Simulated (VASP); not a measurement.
# Al (a cell with a defect) in VASP: notebook, part 2 of 2

VASP 6.6.1. Earlier steps stand in the parts before.

### Step 4. Single point, PBE

INCAR reads:

```
SYSTEM = Al
PREC = Accurate ; ENCUT = 520
EDIFF = 1E-6 ; ISMEAR = 0
SIGMA = 0.05 ; LREAL = Auto
LASPH = .True. ; NELM = 80
ALGO = Normal ; ISIF = 2
LWAVE = .False. ; LCHARG = .False.
GGA = PE ; NBANDS = 68
```

KPOINTS reads:

```
Automatic mesh
0
Gamma
  3 3 3
  0 0 0
```

POSCAR reads:

```
Al
1.0
    8.1000000000      0.0000000000      0.0000000000
    0.0000000000      8.1000000000      0.0000000000
    0.0000000000      0.0000000000      8.1000000000
Al
31
Direct
    0.4979596296      0.0047092593      0.0003886420
    0.7457985185      0.2535101235      0.0003907407
    0.7519083951     -0.0006620988      0.2511838272
    0.0022971605      0.0020419753      0.0003886420
    0.4179075309      0.4176633333      0.0003890123
    0.7495129630      0.7492554321      0.0003877778
    0.2498217284      0.0027422222      0.2471223457
    0.5041318519      0.2435385185      0.2650267901
    0.7464281481      0.5015449383      0.2463418519
    0.5016960494     -0.0078659259      0.5003903704
    0.7564077778      0.2503380247      0.5003898765
    0.7519074074     -0.0006593827      0.7495945679
    0.0049539506      0.4977139506      0.0003891358
    0.2537545679      0.7455530864      0.0003870370
    0.0029908642      0.2495703704      0.2471181481
    0.2437945679      0.5038762963      0.2650219753
    0.5017966667      0.7461802469      0.2463335802
    0.0008966667      0.0006454321      0.5003887654
    0.2484517284      0.2482046914      0.5003900000
    0.5022413580      0.5019961728      0.5003882716
    0.7507348148      0.7504865432      0.5003891358
    0.2498256790      0.0027358025      0.7536524691
    0.5041298765      0.2435428395      0.7357520988
    0.7464345679      0.5015411111      0.7544346914
   -0.0004076543      0.7516554321      0.2511886420
   -0.0076140741      0.5014414815      0.5003860494
    0.2505929630      0.7561518519      0.5003833333
    0.0029965432      0.2495685185      0.7536627160
    0.2437888889      0.5038830864      0.7357528395
    0.5017996296      0.7461737037      0.7544423457
   -0.0004085185      0.7516579012      0.7495870370
```

Potentials or basis: VASP PAW PBE potentials, release 64 (Al).

Started as:

```bash
cat potpaw_PBE.64/Al/POTCAR > POTCAR
mpirun -np 1 vasp_std > vasp.out
```

OUTCAR:

```text
SYSTEM = Al
   PREC = Accurate
   ENCUT = 520
   EDIFF = 1E-6
   ISMEAR = 0
   LREAL = Auto
   LASPH = .True.
   NELM = 80
   ISIF = 2
   GGA = PE

 ion  position               nearest neighbor table
   1  0.498  0.005  0.000-  22 2.83   7 2.83   2 2.84  14 2.88   8 2.89  23 2.89  17 2.89  30 2.89
                            12 2.89   3 2.89   6 2.90
   2  0.746  0.254  0.000-   9 2.83  24 2.83   1 2.84  13 2.88  15 2.89  28 2.89   3 2.89  12 2.89
                             8 2.90  23 2.90   4 2.91   5 2.97
   3  0.752  0.999  0.251-   8 2.82  25 2.84  21 2.85  18 2.85  10 2.86  11 2.87   6 2.87   4 2.87
                            15 2.87  17 2.88   1 2.89   2 2.89
   4  0.002  0.002  0.000-  28 2.83  15 2.83   7 2.83  22 2.83  12 2.87   3 2.87  31 2.87  25 2.87
                             6 2.90  14 2.91   2 2.91
   5  0.418  0.418  0.000-  16 2.66  29 2.66  23 2.66   8 2.66  14 2.97   2 2.97
   6  0.750  0.749  0.000-  30 2.83  17 2.83   9 2.83  24 2.83  12 2.87   3 2.87  31 2.87  25 2.87
                             4 2.90  13 2.90   1 2.90
   7  0.250  0.003  0.247-  15 2.83   4 2.83   1 2.83   8 2.84  19 2.86  27 2.86  25 2.87  18 2.88
                            14 2.89  10 2.89  17 2.91
   8  0.504  0.244  0.265-   5 2.66  10 2.79  11 2.80  19 2.82   3 2.82  20 2.83   7 2.84   9 2.87
                             1 2.89   2 2.90  16 2.98
   9  0.746  0.502  0.246-  17 2.80   6 2.83   2 2.83  20 2.85  26 2.86   8 2.87  21 2.88  25 2.88
                            13 2.89  11 2.90  15 2.91
  10  0.502  0.992  0.500-   8 2.79  23 2.79  27 2.79  21 2.81  12 2.86   3 2.86  17 2.86  30 2.86
                            22 2.89   7 2.89  19 2.92  11 2.94
  11  0.756  0.250  0.500-  26 2.79   8 2.80  23 2.80  18 2.83  15 2.86  28 2.86  12 2.87   3 2.87
                            24 2.90   9 2.90  20 2.90  10 2.94
  12  0.752  0.999  0.750-  23 2.82  31 2.84  21 2.85  18 2.85  10 2.86  11 2.87   6 2.87   4 2.87
                            28 2.87  30 2.88   1 2.89   2 2.89
  13  0.005  0.498  0.000-  28 2.83  15 2.83  14 2.84   2 2.88  29 2.89  16 2.89  24 2.89   9 2.89
                            25 2.89  31 2.89   6 2.90
  14  0.254  0.746  0.000-  17 2.83  30 2.83  13 2.84   1 2.88  22 2.89   7 2.89  31 2.89  25 2.89
[... 21 lines left out ...]
  25  1.000  0.752  0.251-  16 2.82   3 2.84  21 2.85  18 2.85  26 2.86  27 2.87   6 2.87   4 2.87
                             7 2.87   9 2.88  13 2.89  14 2.89
  26  0.992  0.501  0.500-  29 2.79  16 2.79  11 2.79  21 2.81  25 2.86  31 2.86  24 2.86   9 2.86
                            15 2.89  28 2.89  19 2.92  27 2.94
  27  0.251  0.756  0.500-  10 2.79  16 2.80  29 2.80  18 2.83   7 2.86  22 2.86  25 2.87  31 2.87
[... 228 lines left out ...]
   NGX = 31   NGY = 31   NGZ = 31

 number of electron      93.0000000 magnetization

 Free energy of the ion-electron system (eV)
  ---------------------------------------------------
  ext. energy  EPLUGINS =         0.00000000
  ---------------------------------------------------
  free energy    TOTEN  =      -115.44377193 eV

  energy without entropy =     -115.43048770  energy(sigma->0) =     -115.43712981

 E-fermi :   7.4639     XC(G=0): -10.0323

 val. band max:        7.4411659553   @ k =  -0.3333   0.3333   0.3333
 cond. band min:       7.4867126605   @ k =   0.3333   0.3333   0.3333
 fundamental gap:      0.0455467052
 Fermi energy:         7.4639127105

 k-point     1 :       0.0000    0.0000    0.0000
  band No.  band energies     occupation
      1      -3.3627      2.00000
      2      -1.2604      2.00000
      3      -1.2339      2.00000
      4      -1.1659      2.00000
      5      -1.1617      2.00000
      6      -1.0139      2.00000
[... 843 lines left out ...]
     57       9.2611      0.00000
     58       9.4596      0.00000
 [bands above 58 left out]

------------------------ aborting loop because EDIFF is reached ----------------------------------------

  FORCE on cell =-STRESS in cart. coord.  units (eV):
  Direction    XX          YY          ZZ          XY          YZ          ZX
  --------------------------------------------------------------------------------------
  -------------------------------------------------------------------------------------
  Total       -3.6775586     -3.6746788     -0.1357964      0.1623071      0.0013795     -0.0034924
  in kB      -11.0870276    -11.0783457     -0.4093962      0.4893200      0.0041590     -0.0105287
  external PRESSURE =      -7.5249232 kB  Pullay stress =       0.0000000 kB

 VOLUME and BASIS-vectors are now :
 -----------------------------------------------------------------------------
  energy-cutoff  :      520.00
  volume of cell :      531.44
      direct lattice vectors                 reciprocal lattice vectors
     8.100000000  0.000000000  0.000000000     0.123456790  0.000000000  0.000000000
     0.000000000  8.100000000  0.000000000     0.000000000  0.123456790  0.000000000
     0.000000000  0.000000000  8.100000000     0.000000000  0.000000000  0.123456790

 POSITION                                       TOTAL-FORCE (eV/Angst)
 -----------------------------------------------------------------------------------
      4.03347      0.03815      0.00315        -0.005638     -0.008901     -0.002111
      6.04097      2.05343      0.00316        -0.015073     -0.015806     -0.000521
      6.09046      8.09464      2.03459        -0.009248     -0.006082      0.011401
      0.01861      0.01654      0.00315        -0.007427     -0.007200      0.000347
      3.38505      3.38307      0.00315         0.456904      0.456352      0.002173
      6.07106      6.06897      0.00314        -0.005830     -0.008028      0.003458
[... 23 lines left out ...]
      4.06458      6.04401      6.11098        -0.018913     -0.026468      0.013923
      8.09669      6.08843      6.07165        -0.006552     -0.006739     -0.010978
 -----------------------------------------------------------------------------------
    total drift:                                0.025695      0.022794      0.005658

  FREE ENERGIE OF THE ION-ELECTRON SYSTEM (eV)
  ---------------------------------------------------
  free  energy   TOTEN  =      -115.4437719273 eV

  energy  without entropy=     -115.4304877011  energy(sigma->0) =     -115.43712981
```

Run time: 13 min. Hardware: 1 thread of Oxide Virtual Turin-like, shared host; peak memory 0.6 GiB.

Results:

* Free energy: -115.4438 eV
* Pressure: -0.8 GPa
* Largest force: 0.646 eV/Å

Forces on the atoms (eV/Å):
```
Al  -0.006 -0.009 -0.002
Al  -0.015 -0.016 -0.001
Al  -0.009 -0.006  0.011
Al  -0.007 -0.007  0.000
Al   0.457  0.456  0.002
Al  -0.006 -0.008  0.003
Al  -0.009 -0.015 -0.007
Al  -0.019 -0.049  0.024
Al  -0.028 -0.016 -0.016
Al  -0.005 -0.034 -0.001
Al  -0.009 -0.010  0.001
Al  -0.007 -0.006 -0.010
Al  -0.009 -0.006 -0.001
Al  -0.016 -0.016  0.000
Al  -0.015 -0.009 -0.007
Al  -0.048 -0.019  0.025
Al  -0.017 -0.027 -0.016
Al  -0.005 -0.007  0.003
Al  -0.023 -0.022  0.000
Al  -0.008 -0.009  0.001
Al   0.001 -0.002  0.003
Al  -0.009 -0.015  0.005
Al  -0.019 -0.048 -0.026
Al  -0.029 -0.017  0.014
Al  -0.006 -0.008  0.012
Al  -0.033 -0.005 -0.001
Al  -0.009 -0.010  0.001
Al  -0.016 -0.009  0.005
Al  -0.048 -0.019 -0.026
Al  -0.019 -0.026  0.014
Al  -0.007 -0.007 -0.011
```
